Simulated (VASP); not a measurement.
The system is HfO2.

```xyz
6
Lattice="3.5961 0.0000 0.0000 0.0000 3.5961 0.0000 0.0000 0.0000 5.1770" Properties=species:S:1:pos:R:3 pbc="T T T"
Hf    0.0000    0.0000    0.0000
Hf    1.7980    1.7980    2.5885
O     0.0000    1.7980    1.0509
O     0.0000    1.7980    3.6394
O     1.7980    0.0000    1.5376
O     1.7980    0.0000    4.1261
```

| Quantity | Value |
| --- | --- |
| Program | VASP 6.6.1 |
| Task | relaxation of cell and atoms |
| Functional | LDA |
| Potentials or basis | VASP PAW LDA potentials, release 64 (Hf_pv, O) |
| Cutoff | 600 eV |
| k mesh | 6 × 6 × 4 |
| Occupations | gaussian, width 0.01 eV |
| Spin | no spin polarisation |

At the start: pressure -14.6 GPa; volume 11.16 Å³/atom.

**Question.** Where does the relaxation end?

**Answer.** Over 14 steps the energy falls by 30.8 meV/atom and the volume is 10.49 Å³/atom (-6.0 %); space group P4_2/nmc (No. 137, to 0.05 Å).

Step by step:
```
step  energy change (eV)  largest force (eV/Å)  pressure (GPa)  volume (Å³)
   1              0.0000                0.2213          -14.58        66.95
   2              0.3570                0.6922           32.58        57.58
   3             -0.1815                0.0633           -0.51        63.31
   4             -0.1816                0.0712           -0.13        63.22
   5             -0.1816                0.0777            0.20        63.15
   6             -0.1824                0.0534           -0.47        63.26
   7             -0.1825                0.0423           -0.77        63.31
   8             -0.1830                0.0383           -0.67        63.26
   9             -0.1840                0.0270           -0.35        63.13
  10             -0.1845                0.0056            0.33        62.86
  11             -0.1846                0.0105            0.16        62.93
  12             -0.1846                0.0024            0.02        62.95
  13             -0.1846                0.0004           -0.03        62.95
  14             -0.1846                0.0003            0.01        62.94
```

Final structure:
```xyz
6
Lattice="3.5236 0.0000 0.0000 0.0000 3.5236 0.0000 0.0000 0.0000 5.0696" Properties=species:S:1:pos:R:3 pbc="T T T"
Hf    0.0000    0.0000    0.0000
Hf    1.7618    1.7618    2.5348
O     0.0000    1.7618    1.0455
O     0.0000    1.7618    3.5803
O     1.7618    0.0000    1.4893
O     1.7618    0.0000    4.0241
```
